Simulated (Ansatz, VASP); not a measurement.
**Two plane-wave programs on Re**

The input INCAR:

```
SYSTEM = Re
PREC     = Accurate       ! precision mode
ENCUT    = 520            ! plane-wave cutoff, eV
EDIFF    = 1E-6           ! SCF threshold, eV
ISMEAR   = 0              ! smearing method
SIGMA    = 0.1            ! smearing width, eV
LREAL    = .FALSE.        ! projectors in reciprocal space
LASPH    = .TRUE.         ! aspherical terms in the spheres
NELM     = 60             ! most SCF steps
ALGO     = Fast           ! electronic algorithm
ISIF     = 2              ! what is computed and relaxed
LWAVE    = .FALSE.        ! write WAVECAR
LCHARG   = .FALSE.        ! write CHGCAR
GGA      = PE             ! functional
NBANDS   = 22             ! bands
```

Contents of KPOINTS:

```
regular mesh
0
G
  16 16 6
  0 0 0
```

The input POSCAR:

```
Re
1.0
    2.7180309423      0.0115081716     -0.0225460573
   -1.3490491022      2.3366301020      0.0451011847
   -0.0728515881      0.1262164937      8.4929755634
Re
4
Direct
    0.0016801866      0.0108029028     -0.0059409981
    0.3353848895      0.6577296403      0.2559409981
   -0.0016801866      0.0091227161      0.4940590019
    0.6646151105      0.3223447408      0.7559409981
```

Input for Ansatz:

```yaml
crystal:
  lattice:
    - [2.7180309423, 0.0115081716, -0.0225460573]
    - [-1.3490491022, 2.336630102, 0.0451011847]
    - [-0.0728515881, 0.1262164937, 8.4929755634]
  atoms:
    - { symbol: Re, position: [0.0016801866, 0.0108029028, -0.0059409981] }
    - { symbol: Re, position: [0.3353848895, 0.6577296403, 0.2559409981] }
    - { symbol: Re, position: [-0.0016801866, 0.0091227161, 0.4940590019] }
    - { symbol: Re, position: [0.6646151105, 0.3223447408, 0.7559409981] }
basis:
  ecutwfc: 420
kpoints:
  mp_grid: { grid: [16, 16, 6] }
hamiltonian:
  xc: pbe
scf:
  occupations: { method: gaussian, width: 0.1 }
output:
  forces: true
  stress: true
  eigenvalues: true
```

Alike in both runs: task single point; functional PBE; k mesh 16 × 16 × 6; occupations gaussian, width 0.1 eV; no spin polarisation.

|  | VASP | Ansatz |
| --- | --- | --- |
| version | VASP 6.6.1 | Ansatz 0.2.0 |
| potentials or method | VASP PAW PBE potentials, release 64 (Re), cutoff 520 eV | scalar-relativistic, plane waves, PAW |
| valence electrons in the cell | 28 | 60 |

|  | VASP | Ansatz | Ansatz less VASP |
| --- | --- | --- | --- |
| gap on the k mesh at the Fermi level (eV) | none | none | - |
| pressure (GPa) | 49.5 | 49.0 | -0.45 |
| traceless stress, the component that is largest in VASP (GPa) | 13.23 | 13.55 | +0.315 |
| rms of the force components (eV/Å) | 1.060 | 1.098 | +0.0387 |

Atom by atom the forces differ by 0.039 eV/Å (rms over components). A gap of «none» marks a metal or a gap that the smearing closes. Both programs put the cell under a high pressure, so it lies far from rest at this level. With one functional, cell and mesh, what is left measures potentials, basis and numerics. VASP's potentials hold 28 valence electrons a cell and Ansatz's 60, so a difference there can come from the potentials and not from the codes. Ansatz's warnings: structure snapped to symmetry.

Neither program's run includes spin-orbit coupling.
